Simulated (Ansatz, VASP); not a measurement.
## One calculation of RbGeN, two programs

```xyz
3
Lattice="-1.9121 3.1580 3.5734 1.9121 -3.1580 3.5734 1.9121 3.1580 -3.5734" Properties=species:S:1:pos:R:3 pbc="T T T"
Rb    0.0000    0.0000    0.0000
Ge    0.0000    0.0000    3.5734
N     0.0000    3.1580    0.0000
```

Alike in both runs: functional PBE; k mesh 14 × 14 × 14; occupations gaussian, width 0.1 eV; no spin polarisation.

Ansatz relaxed the structure, and its values are those at the end. VASP's run is a single point on that final structure, the one shown.

```csv
,VASP,Ansatz
version,VASP 6.6.1,Ansatz 0.2.0
potentials or method,"VASP PAW PBE potentials, release 64 (Rb_sv, Ge_d, N), cutoff 520 eV","scalar-relativistic, plane waves, PAW"
valence electrons in the cell,28,28
```

|  | VASP | Ansatz | Ansatz less VASP |
| --- | --- | --- | --- |
| gap on the k mesh at the Fermi level (eV) | none | none | - |
| pressure (GPa) | 0.0 | 0.0 | +0.03 |

A gap of «none» marks a metal or a gap that the smearing closes. With one functional, cell and mesh, what is left measures potentials, basis and numerics.
